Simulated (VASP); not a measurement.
# CrC2S2N2 (C2/m) in VASP: single point with r2SCAN

Aim: the single point of CrC2S2N2 with r2SCAN.

Everything below comes from runs of VASP 6.6.1. Logs are shortened: lines on timing, memory, paths and dates and some standing lists are left out, and cuts for length are marked.

**1. The cell of the first run**

Symmetry: C2/m, No. 12, monoclinic system. Conventional cell: a = 10.720 Å, b = 3.774 Å, c = 6.220 Å, α = 90.00°, β = 105.04°, γ = 90.00°. Cr (site symmetry 2/m) has 2 N at 2.08 Å and 4 S at 2.59 Å within 2.8 Å. C (site symmetry m) has 1 N at 1.19 Å within 1.6 Å. N (site symmetry m) has 1 C at 1.19 Å within 1.6 Å. S (site symmetry m) has 1 C at 1.68 Å within 2.2 Å.

**2. Single point, r2SCAN**

Contents of POSCAR:

```
CrC2S2N2
1.0
    0.0000000000      3.7736723700      0.0000000000
    5.3599856800     -1.8868361900      0.0000000000
    1.6138949000      0.0000000000     -6.0071877600
Cr C N S
1 2 2 2
Direct
    0.0000000000      0.0000000000      0.0000000000
    0.7586100000      0.5172200000      0.7780000000
    0.2413900000      0.4827800000      0.2220000000
    0.8596300000      0.7192600000      0.8234200000
    0.1403700000      0.2807400000      0.1765800000
    0.6103000000      0.2206000000      0.7332000000
    0.3897000000      0.7794000000      0.2668000000
```

Contents of INCAR.step1:

```
PREC = Accurate ; ENCUT = 520
ISMEAR = 0 ; SIGMA = 0.0575
LREAL = False ; LASPH = True
NELM = 100 ; NBANDS = 30
GGA = PE ; ALGO = Normal
EDIFF = 1E-4 ; LWAVE = True
LCHARG = False
```

Contents of INCAR.step2:

```
PREC = Accurate ; ENCUT = 520
EDIFF = 1E-6 ; ISMEAR = 0
SIGMA = 0.0575 ; LREAL = False
LASPH = True ; NELM = 100
ALGO = Normal ; ISIF = 2
LWAVE = False ; LCHARG = True
METAGGA = R2SCAN ; LMIXTAU = True
LELF = True ; LVHAR = True
NBANDS = 30 ; ISTART = 1
```

Contents of KPOINTS:

```
regular mesh
0
Gamma
  7 7 4
```

Potentials or basis: VASP PAW PBE potentials, release 64 (Cr_pv, C, N, S).

Run with:

```console
cat potpaw_PBE.64/Cr_pv/POTCAR potpaw_PBE.64/C/POTCAR potpaw_PBE.64/N/POTCAR potpaw_PBE.64/S/POTCAR > POTCAR
cp INCAR.step1 INCAR
mpirun -np 1 vasp_std > vasp.out
cp INCAR.step2 INCAR
mpirun -np 1 vasp_std > vasp.out
```

OUTCAR:

```text
PREC = Accurate
   ENCUT = 520
   EDIFF = 1E-6
   ISMEAR = 0
   LREAL = False
   LASPH = True
   NELM = 100
   ISIF = 2
   METAGGA = R2SCAN
   ISTART = 1

 ion  position               nearest neighbor table
   1  0.000  0.000  0.000-   4 2.08   5 2.08   6 2.59   7 2.59   7 2.59   6 2.59
   2  0.759  0.517  0.778-   4 1.19   6 1.68
   3  0.241  0.483  0.222-   5 1.19   7 1.68
   4  0.860  0.719  0.823-   2 1.19   1 2.08
   5  0.140  0.281  0.177-   3 1.19   1 2.08
   6  0.610  0.221  0.733-   2 1.68   1 2.59   1 2.59
   7  0.390  0.779  0.267-   3 1.68   1 2.59   1 2.59

  LATTYP: Found a base centered monoclinic cell.
 ALAT       =    10.7199713600
 B/A-ratio  =     0.3520226168
 C/A-ratio  =     0.5802446386
 COS(beta)  =    -0.2594600442

  Lattice vectors:

 A1 = (  -5.3599856800,  -1.8868361800,   0.0000000000)
 A2 = (  -5.3599856800,   1.8868361900,   0.0000000000)
 A3 = (   1.6138949000,   0.0000000000,  -6.0071877600)

Analysis of symmetry for initial positions (statically):
=====================================================================
 Subroutine PRICEL returns:
 Original cell was already a primitive cell.

 Routine SETGRP: Setting up the symmetry group for a
 base centered monoclinic supercell.

 Subroutine GETGRP returns: Found  4 space group operations
 (whereof  4 operations were pure point group operations)
 out of a pool of  4 trial point group operations.

The static configuration has the point symmetry C_2h.

Analysis of symmetry for dynamics (positions and initial velocities):
=====================================================================
 Subroutine PRICEL returns:
 Original cell was already a primitive cell.

 Routine SETGRP: Setting up the symmetry group for a
 base centered monoclinic supercell.

 Subroutine GETGRP returns: Found  4 space group operations
 (whereof  4 operations were pure point group operations)
 out of a pool of  4 trial point group operations.

The dynamic configuration has the point symmetry C_2h.

 Subroutine INISYM returns: Found  4 space group operations
 (whereof  4 operations are pure point group operations),
 and found     1 'primitive' translations

----------------------------------------------------------------------------------------

                                     Primitive cell

  volume of cell :     121.5064

  direct lattice vectors                    reciprocal lattice vectors
     0.000000000  3.773672370  0.000000000     0.093283832  0.264993858  0.025061694
     5.359985680 -1.886836190  0.000000000     0.186567663  0.000000000  0.050123387
     1.613894900  0.000000000 -6.007187760     0.000000000  0.000000000 -0.166467246

  length of vectors
     3.773672370  5.682393624  6.220205908     0.282049121  0.193183453  0.166467246

  position of ions in fractional coordinates (direct lattice)
     0.000000000  0.000000000  0.000000000
     0.758610000  0.517220000  0.778000000
     0.241390000  0.482780000  0.222000000
     0.859630000  0.719260000  0.823420000
     0.140370000  0.280740000  0.176580000
     0.610300000  0.220600000  0.733200000
     0.389700000  0.779400000  0.266800000

  ion indices of the primitive-cell ions
   primitive index   ion index
                 1           1
                 2           2
                 3           3
                 4           4
                 5           5
                 6           6
                 7           7

----------------------------------------------------------------------------------------

 KPOINTS: regular mesh

Automatic generation of k-mesh.
 Grid dimensions read from file:
 generate k-points for:    7    7    4

 Generating k-lattice:

  Cartesian coordinates                     Fractional coordinates (reciprocal lattice)
     0.013326262  0.037856265  0.003580242     0.142857143 -0.000000000  0.000000000
     0.026652523  0.000000000  0.007160484     0.000000000  0.142857143  0.000000000
     0.000000000  0.000000000 -0.041616811     0.000000000  0.000000000  0.250000000

  Length of vectors
     0.040292732  0.027597636  0.041616811

  Shift w.r.t. Gamma in fractional coordinates (k-lattice)
     0.000000000  0.000000000  0.000000000

 Subroutine IBZKPT returns following result:
 ===========================================

 Found     60 irreducible k-points:

 Following reciprocal coordinates:
            Coordinates               Weight
  0.000000  0.000000  0.000000      1.000000
  0.142857 -0.000000  0.000000      4.000000
  0.285714  0.000000  0.000000      4.000000
  0.428571  0.000000  0.000000      4.000000
  0.000000  0.142857 -0.000000      2.000000
  0.142857  0.142857 -0.000000      4.000000
[... 16 lines left out ...]
 -0.142857  0.000000  0.250000      4.000000
  0.000000  0.142857  0.250000      2.000000
 [... further k-points ...]
   k-points           NKPTS =     60   k-points in BZ     NKDIM =     60   number of bands    NBANDS=     30
   number of dos      NEDOS =    301   number of ions     NIONS =      7
   total plane-waves  NPLWV =  56448
   dimension x,y,z NGX =    28 NGY =   42 NGZ =   48
   dimension x,y,z NGXF=    56 NGYF=   84 NGZF=   96
   ions per type =               1   2   2   2
   NGX,Y,Z   is equivalent  to a cutoff of  12.34, 12.29, 12.83 a.u.
   NGXF,Y,Z  is equivalent  to a cutoff of  24.67, 24.58, 25.66 a.u.
 SYSTEM =  unknown system
   PREC   = accura    normal or accurate (medium, high low for compatibility)
   ISTART =      1    job   : 0-new  1-cont  2-samecut
   ICHARG =      0    charge: 1-file 2-atom 10-const
   ISPIN  =      1    spin polarized calculation?
   LNONCOLLINEAR =      F non collinear calculations
   LSORBIT =      F    spin-orbit coupling
   LASPH  =      T    aspherical Exc in radial PAW
   ENCUT  =  520.0 eV  38.22 Ry    6.18 a.u.   7.02 10.57 11.57*2*pi/ulx,y,z
   NELM   =    100;   NELMIN=  2; NELMDL=  0     # of ELM steps
   EDIFF  = 0.1E-05   stopping-criterion for ELM
   LREAL  =      F    real-space projection
   EDIFFG = 0.1E-04   stopping-criterion for IOM
   NSW    =      0    number of steps for IOM
   IBRION =     -1    ionic relax: 0-MD 1-quasi-New 2-CG
   NFREE  =      0    steps in history (QN), initial steepest desc. (CG)
   ISIF   =      2    stress and relaxation
   ISYM   =      2    0-nonsym 1-usesym 2-fastsym
   POTIM  = 0.5000    time-step for ionic-motion
   TEBEG  =    0.0;   TEEND  =   0.0 temperature during run
   PSTRESS=    0.0 pullay stress
   NELECT =      42.0000    total number of electrons
   NUPDOWN=      -1.0000    fix difference up-down
   EMIN   =  10.00;   EMAX   =-10.00  energy-range for DOS
   EFERMI =   0.00;   METHOD = LEGACY
   ISMEAR =     0;   SIGMA  =   0.06  broadening in eV -4-tet -1-fermi 0-gaus
   EFERMI_NEDOS =   21; number of points for ismear=-14 and -15
   IALGO  =     38    algorithm
   IMIX   =      4    mixing-type and parameters
     AMIX     =   0.40;   BMIX     =  1.00
     AMIX_MAG =   1.60;   BMIX_MAG =  1.00
  volume/ion in A,a.u.               =      17.36       117.14
  Fermi-wavevector in a.u.,A,eV,Ry     =   1.148925  2.171153 17.960072  1.320028
  Thomas-Fermi vector in A             =   2.285597
   LORBIT       =      0    0 simple, 1 ext, 2 COOP (PROOUT), +10 PAW based schemes
   METAGGA = R2SCAN    functional components
   LHFCALC =     F    Hartree Fock is set to
   AEXX    =    0.0000 exact exchange contribution
   IVDW    =     0    specifies the selected vdW correction
   LEPSILON=     F    determine dielectric tensor
   LRPA    =     F    only Hartree local field effects (RPA)
 non-spin polarized calculation
 Gauss-broadening in eV      SIGMA  =   0.06
  energy-cutoff  :      520.00
  volume of cell :      121.51
 maximum number of plane-waves:      3291
   NGX = 15   NGY = 21   NGZ = 23

 number of electron      42.0000002 magnetization

 Free energy of the ion-electron system (eV)
  ---------------------------------------------------
  ext. energy  EPLUGINS =         0.00000000
  ---------------------------------------------------
  free energy    TOTEN  =       -67.24552699 eV

  energy without entropy =      -67.23743229  energy(sigma->0) =      -67.24147964

 E-fermi :   2.6657     XC(G=0):  -9.3359

 val. band max:        2.6485384605   @ k =   0.0000   0.4286   0.0000
 cond. band min:       2.6785279516   @ k =   0.0000   0.2857  -0.0000
 fundamental gap:      0.0299894911
 Fermi energy:         2.6657082049

 k-point     1 :       0.0000    0.0000    0.0000
  band No.  band energies     occupation
      1     -42.2026      2.00000
      2     -42.0868      2.00000
      3     -41.7406      2.00000
      4     -17.4599      2.00000
      5     -17.1037      2.00000
      6     -13.2628      2.00000
[... 22 lines left out ...]
     29       6.9449      0.00000
     30       7.0738      0.00000

 k-point     2 :       0.1429   -0.0000    0.0000
  band No.  band energies     occupation
      1     -42.2024      2.00000
      2     -42.0882      2.00000
      3     -41.7405      2.00000
      4     -17.4291      2.00000
      5     -17.1080      2.00000
      6     -13.2408      2.00000
[... 22 lines left out ...]
     29       6.9978      0.00000
     30       7.2322      0.00000

 k-point     3 :       0.2857    0.0000    0.0000
  band No.  band energies     occupation
      1     -42.2020      2.00000
      2     -42.0913      2.00000
      3     -41.7402      2.00000
      4     -17.3501      2.00000
      5     -17.1272      2.00000
      6     -13.1881      2.00000
[... 682 lines left out ...]
     29       6.8949      0.00000
     30       7.3339      0.00000

 k-point    24 :       0.0000    0.1429    0.2500
  band No.  band energies     occupation
      1     -42.2026      2.00000
      2     -42.0868      2.00000
      3     -41.7406      2.00000
      4     -17.4359      2.00000
      5     -17.1170      2.00000
      6     -13.3353      2.00000
[... 22 lines left out ...]
     29       6.9958      0.00000
     30       7.4180      0.00000

 [... further k-points ...]

------------------------ aborting loop because EDIFF is reached ----------------------------------------

  FORCE on cell =-STRESS in cart. coord.  units (eV):
  Direction    XX          YY          ZZ          XY          YZ          ZX
  --------------------------------------------------------------------------------------
  -------------------------------------------------------------------------------------
  Total      -11.9086590     -5.8318448     -4.9559407      0.0000000     -0.0000000      2.9581846
  in kB     -157.0270285    -76.8984366    -65.3488062      0.0000001     -0.0000000     39.0064863
  external PRESSURE =     -99.7580905 kB  Pullay stress =       0.0000000 kB

 VOLUME and BASIS-vectors are now :
 -----------------------------------------------------------------------------
  energy-cutoff  :      520.00
  volume of cell :      121.51
      direct lattice vectors                 reciprocal lattice vectors
     0.000000000  3.773672370  0.000000000     0.093283832  0.264993858  0.025061694
     5.359985680 -1.886836190  0.000000000     0.186567663  0.000000000  0.050123387
     1.613894900  0.000000000 -6.007187760     0.000000000  0.000000000 -0.166467246

 POSITION                                       TOTAL-FORCE (eV/Angst)
 -----------------------------------------------------------------------------------
      0.00000      0.00000      0.00000        -0.000000      0.000000      0.000000
      4.02790      1.88684     -4.67359         0.603249     -0.000000     -0.316142
      2.94598     -0.00000     -1.33360        -0.603249      0.000000      0.316142
      5.18414      1.88684     -4.94644        -0.536951      0.000000     -0.542961
      1.78974     -0.00000     -1.06075         0.536951     -0.000000      0.542961
      2.36572      1.88684     -4.40447         0.797080     -0.000000     -0.981914
      4.60816     -0.00000     -1.60272        -0.797080      0.000000      0.981914
 -----------------------------------------------------------------------------------
    total drift:                                0.000000      0.000000      0.000000

  FREE ENERGIE OF THE ION-ELECTRON SYSTEM (eV)
  ---------------------------------------------------
  free  energy   TOTEN  =       -67.2455269866 eV

  energy  without entropy=      -67.2374322918  energy(sigma->0) =      -67.24147964
```

Wall time 18 min (1 thread of Intel Xeon Platinum 8488C (Sapphire Rapids), shared host); peak memory 0.39 GiB.

Results:

```
Free energy            : -67.2455 eV
Pressure               : -10.0 GPa
Largest force          : 1.265 eV/Å
Band gap on the k mesh : zero (bands 21 and 22 overlap by 0.06 eV)
```

Forces on the atoms (eV/Å):
```
Cr   0.000  0.000  0.000
C    0.603  0.000 -0.316
C   -0.603  0.000  0.316
N   -0.537  0.000 -0.543
N    0.537  0.000  0.543
S    0.797  0.000 -0.982
S   -0.797  0.000  0.982
```

Caveat: the cell stands under tension; the PAW data sets were made with another functional, which shifts forces and pressure a little; the run has no spin polarisation, though such a crystal can be magnetic.
